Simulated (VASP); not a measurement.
# MgO (Fm-3m) in VASP: settings compared

The runs below take MgO through dielectric tensor, vibrations by perturbation theory, elastic constants, with PBE, PBEsol, LDA.

Everything below comes from runs of VASP 6.6.1. Logs are shortened: lines on timing, memory, paths and dates and some standing lists are left out, and cuts for length are marked.

## (1) The cell of the first run

It takes space group Fm-3m (No. 225, cubic). Conventional cell: a = 4.194 Å, b = 4.194 Å, c = 4.194 Å, α = 90.00°, β = 90.00°, γ = 90.00°. Mg (site symmetry m-3m) has 6 O at 2.10 Å within 2.8 Å. O (site symmetry m-3m) has 6 Mg at 2.10 Å within 2.8 Å.

## (2) Dielectric tensor, PBE

INCAR

```
PREC = Accurate
ENCUT = 520
EDIFF = 1E-8
ISMEAR = 0
SIGMA = 0.01
LREAL = False
LASPH = True
NELM = 80
ALGO = Normal
ISIF = 2
LWAVE = False
LCHARG = False
GGA = PE
LEPSILON = True
```

KPOINTS

```
regular mesh
0
Gamma
  11 11 11
```

POSCAR

```
MgO
1.0
    0.0000000000      2.0970013927      2.0970013927
    2.0970013927      0.0000000000      2.0970013927
    2.0970013927      2.0970013927      0.0000000000
Mg O
1 1
Direct
    0.0000000000      0.0000000000      0.0000000000
    0.5000000000      0.5000000000      0.5000000000
```

Potentials or basis: VASP PAW PBE potentials, release 64 (Mg, O).

Run with:

```sh
cat potpaw_PBE.64/Mg/POTCAR potpaw_PBE.64/O/POTCAR > POTCAR
mpirun -np 1 vasp_std > vasp.out
```

OUTCAR:

```text
PREC = Accurate
   ENCUT = 520
   EDIFF = 1E-8
   ISMEAR = 0
   LREAL = False
   LASPH = True
   NELM = 80
   ISIF = 2
   GGA = PE
   LEPSILON = True

 ion  position               nearest neighbor table
   1  0.000  0.000  0.000-   2 2.10   2 2.10   2 2.10   2 2.10   2 2.10   2 2.10
   2  0.500  0.500  0.500-   1 2.10   1 2.10   1 2.10   1 2.10   1 2.10   1 2.10

  LATTYP: Found a face centered cubic cell.
 ALAT       =     4.1940027854

  Lattice vectors:

 A1 = (   0.0000000000,   2.0970013927,   2.0970013927)
 A2 = (   2.0970013927,   0.0000000000,   2.0970013927)
 A3 = (   2.0970013927,   2.0970013927,   0.0000000000)

Analysis of symmetry for initial positions (statically):
=====================================================================
 Subroutine PRICEL returns:
 Original cell was already a primitive cell.

 Routine SETGRP: Setting up the symmetry group for a
 face centered cubic supercell.

 Subroutine GETGRP returns: Found 48 space group operations
 (whereof 48 operations were pure point group operations)
 out of a pool of 48 trial point group operations.

The static configuration has the point symmetry O_h .

Analysis of symmetry for dynamics (positions and initial velocities):
=====================================================================
 Subroutine PRICEL returns:
 Original cell was already a primitive cell.

 Routine SETGRP: Setting up the symmetry group for a
 face centered cubic supercell.

 Subroutine GETGRP returns: Found 48 space group operations
 (whereof 48 operations were pure point group operations)
 out of a pool of 48 trial point group operations.

The dynamic configuration has the point symmetry O_h .

 Subroutine INISYM returns: Found 48 space group operations
 (whereof 48 operations are pure point group operations),
 and found     1 'primitive' translations

----------------------------------------------------------------------------------------

                                     Primitive cell

  volume of cell :      18.4428

  direct lattice vectors                    reciprocal lattice vectors
     0.000000000  2.097001393  2.097001393    -0.238435702  0.238435702  0.238435702
     2.097001393  0.000000000  2.097001393     0.238435702 -0.238435702  0.238435702
     2.097001393  2.097001393  0.000000000     0.238435702  0.238435702 -0.238435702

  length of vectors
     2.965607810  2.965607810  2.965607810     0.412982751  0.412982751  0.412982751

  position of ions in fractional coordinates (direct lattice)
     0.000000000  0.000000000  0.000000000
     0.500000000  0.500000000  0.500000000

  ion indices of the primitive-cell ions
   primitive index   ion index
                 1           1
                 2           2

----------------------------------------------------------------------------------------

 KPOINTS: regular mesh

Automatic generation of k-mesh.
 Grid dimensions read from file:
 generate k-points for:   11   11   11

 Generating k-lattice:

  Cartesian coordinates                     Fractional coordinates (reciprocal lattice)
    -0.021675973  0.021675973  0.021675973     0.090909091  0.000000000  0.000000000
     0.021675973 -0.021675973  0.021675973     0.000000000  0.090909091  0.000000000
     0.021675973  0.021675973 -0.021675973     0.000000000  0.000000000  0.090909091

  Length of vectors
     0.037543886  0.037543886  0.037543886

  Shift w.r.t. Gamma in fractional coordinates (k-lattice)
     0.000000000  0.000000000  0.000000000

 Subroutine IBZKPT returns following result:
 ===========================================

 Found     56 irreducible k-points:

 Following reciprocal coordinates:
            Coordinates               Weight
[... 71 lines left out ...]
   IVDW    =     0    specifies the selected vdW correction
   LEPSILON=     T    determine dielectric tensor
   LRPA    =     F    only Hartree local field effects (RPA)
 non-spin polarized calculation
 Gauss-broadening in eV      SIGMA  =   0.01
  energy-cutoff  :      520.00
  volume of cell :       18.44
 maximum number of plane-waves:       531
 NGX is ok and might be reduce to    24
   NGX = 11   NGY = 11   NGZ = 11

--------------------------------------- Ionic step        1  -------------------------------------------

 number of electron       8.0000004 magnetization

 E-fermi :   3.3884     XC(G=0): -11.1399

 val. band max:        3.2843518417   @ k =   0.0000   0.0000   0.0000
 cond. band min:       8.1373151195   @ k =   0.0000   0.0000   0.0000
 fundamental gap:      4.8529632777
 Fermi energy:         3.3883821630

 k-point     1 :       0.0000    0.0000    0.0000
  band No.  band energies     occupation
      1     -14.0458      2.00000
      2       3.2844      2.00000
      3       3.2844      2.00000
      4       3.2844      2.00000
      5       8.1373      0.00000
      6      19.1572      0.00000
      7      19.1572      0.00000
      8      19.1572      0.00000
[... 243 lines left out ...]
 k-point    24 :      -0.1818    0.1818    0.0000
  band No.  band energies     occupation
      1     -13.2443      2.00000
      2       0.4002      2.00000
      3       2.1551      2.00000
      4       2.9023      2.00000
      5      11.4461      0.00000
      6      15.4013      0.00000
      7      18.9006      0.00000
      8      21.3903      0.00000

 [... further k-points ...]

  FORCE on cell =-STRESS in cart. coord.  units (eV):
  Direction    XX          YY          ZZ          XY          YZ          ZX
  --------------------------------------------------------------------------------------
  -------------------------------------------------------------------------------------
  Total        0.7124763      0.7124763      0.7124763     -0.0000000      0.0000000      0.0000000
  in kB       61.8948983     61.8948983     61.8948983     -0.0000000      0.0000000      0.0000000
  external PRESSURE =      61.8948983 kB  Pullay stress =       0.0000000 kB

 VOLUME and BASIS-vectors are now :
 -----------------------------------------------------------------------------
  energy-cutoff  :      520.00
  volume of cell :       18.44
      direct lattice vectors                 reciprocal lattice vectors
     0.000000000  2.097001393  2.097001393    -0.238435702  0.238435702  0.238435702
     2.097001393  0.000000000  2.097001393     0.238435702 -0.238435702  0.238435702
     2.097001393  2.097001393  0.000000000     0.238435702  0.238435702 -0.238435702

 POSITION                                       TOTAL-FORCE (eV/Angst)
 -----------------------------------------------------------------------------------
      0.00000      0.00000      0.00000        -0.000000     -0.000000     -0.000000
      2.09700      2.09700      2.09700         0.000000      0.000000      0.000000
 -----------------------------------------------------------------------------------
    total drift:                               -0.000000     -0.000000      0.000000

  FREE ENERGIE OF THE ION-ELECTRON SYSTEM (eV)
  ---------------------------------------------------
  free  energy   TOTEN  =       -11.8976912089 eV

  energy  without entropy=      -11.8976912089  energy(sigma->0) =      -11.89769121

 HEAD OF MICROSCOPIC STATIC DIELECTRIC TENSOR (INDEPENDENT PARTICLE, excluding Hartree and local field effects)
 ------------------------------------------------------
           3.178705     0.000000     0.000000
          -0.000000     3.178705     0.000000
          -0.000000    -0.000000     3.178705
 ------------------------------------------------------

 Free energy of the ion-electron system (eV)
  ---------------------------------------------------
  ---------------------------------------------------
  free energy    TOTEN  =        -0.11896386 eV

  energy without entropy =       -0.11896386

------------------------ aborting loop because EDIFF is reached ----------------------------------------

--------------------------------------- Ionic step        2  -------------------------------------------

------------------------ aborting loop because EDIFF is reached ----------------------------------------

--------------------------------------- Ionic step        3  -------------------------------------------

 Free energy of the ion-electron system (eV)
  ---------------------------------------------------
  ---------------------------------------------------
  free energy    TOTEN  =        -0.11896386 eV

  energy without entropy =       -0.11896386

------------------------ aborting loop because EDIFF is reached ----------------------------------------

 PIEZOELECTRIC TENSOR FIELD DIRECTION 3  (e Angst)
 -----------------------------------------------------------------------------
    -0.00016  0.00000 -0.00000           ( -0.00001  0.00000 -0.00000)
     0.00000 -0.00016  0.00000           (  0.00000 -0.00001  0.00000)
    -0.00000 -0.00000 -0.00016           ( -0.00000  0.00000 -0.00001)

 PIEZOELECTRIC TENSOR FIELD DIRECTION 3  (C/m^2)
 -----------------------------------------------------------------------------
    -0.00014  0.00000 -0.00000
     0.00000 -0.00014  0.00000
    -0.00000 -0.00000 -0.00014

 MACROSCOPIC STATIC DIELECTRIC TENSOR (including local field effects in DFT)
 ------------------------------------------------------
           3.116089     0.000000    -0.000000
          -0.000000     3.116089     0.000000
           0.000000     0.000000     3.116089
 ------------------------------------------------------

 PIEZOELECTRIC TENSOR (including local field effects)  for field in x, y, z        (e  Angst)
          XX          YY          ZZ          XY          YZ          ZX
  --------------------------------------------------------------------------------
  x     0.00000     0.00000     0.00000     0.00000     0.00000     0.00000
  y     0.00000     0.00000     0.00000     0.00000     0.00000     0.00000
  z     0.00000     0.00000     0.00000     0.00000     0.00000     0.00000

 PIEZOELECTRIC TENSOR (including local field effects)  for field in x, y, z        (C/m^2)
          XX          YY          ZZ          XY          YZ          ZX
  --------------------------------------------------------------------------------
  x     0.00000     0.00000     0.00000     0.00000     0.00000     0.00000
  y     0.00000     0.00000     0.00000     0.00000     0.00000     0.00000
  z     0.00000     0.00000     0.00000     0.00000     0.00000     0.00000

 BORN EFFECTIVE CHARGES (including local field effects) (in |e|, cummulative output)
 ---------------------------------------------------------------------------------
 ion    1
    1     1.96380     0.00000     0.00000
    2    -0.00000     1.96380     0.00000
    3     0.00000     0.00000     1.96380
 ion    2
    1    -1.96380    -0.00000     0.00000
    2     0.00000    -1.96380     0.00000
    3     0.00000     0.00000    -1.96380
```

Wall time 67 s (1 thread of AMD EPYC 9R45 (Zen 5), shared host); peak memory 0.16 GiB.

Results:

```
Band gap on the k mesh                  : 4.85 eV, direct
Electronic dielectric tensor (diagonal) : 3.12
Born charges (mean of the diagonal)     : Mg +1.96; O -1.96 e
```

Electronic dielectric tensor:
```
3.12 0.00 0.00
0.00 3.12 0.00
0.00 0.00 3.12
```

Born effective charge tensors (e):
atom 1, Mg
```
1.96 0.00 0.00
0.00 1.96 0.00
0.00 0.00 1.96
```
atom 2, O
```
-1.96  0.00  0.00
 0.00 -1.96  0.00
 0.00  0.00 -1.96
```

(Continued in part 2 of 2.)
